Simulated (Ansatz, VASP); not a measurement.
## One calculation of ScIn3, two programs

```
CELL_PARAMETERS angstrom
4.44508 0.00000 0.00000
0.00000 4.44508 0.00000
0.00000 0.00000 4.44508
ATOMIC_POSITIONS crystal
Sc 0.00000 0.00000 0.00000
In 0.00000 0.50000 0.50000
In 0.50000 0.00000 0.50000
In 0.50000 0.50000 0.00000
```

Change from the starting cell: volume scaled by 0.99.

Alike in both runs: task single point; functional PBEsol; k mesh 8 × 8 × 8; occupations fermi-dirac, width 0.08 eV; no spin polarisation.

|  | VASP | Ansatz |
| --- | --- | --- |
| version | VASP 6.6.1 | Ansatz 0.2.0 |
| potentials or method | VASP PAW PBE potentials, release 64 (Sc_sv, In_d), cutoff 520 eV | all-electron LAPW, scalar-relativistic |

```csv
,VASP,Ansatz,Ansatz less VASP
pressure (GPa),0.4,0.4,-0.01
```

VASP's potentials were made for PBE, not for PBEsol. Ansatz ran all-electron here, and VASP with PAW potentials.
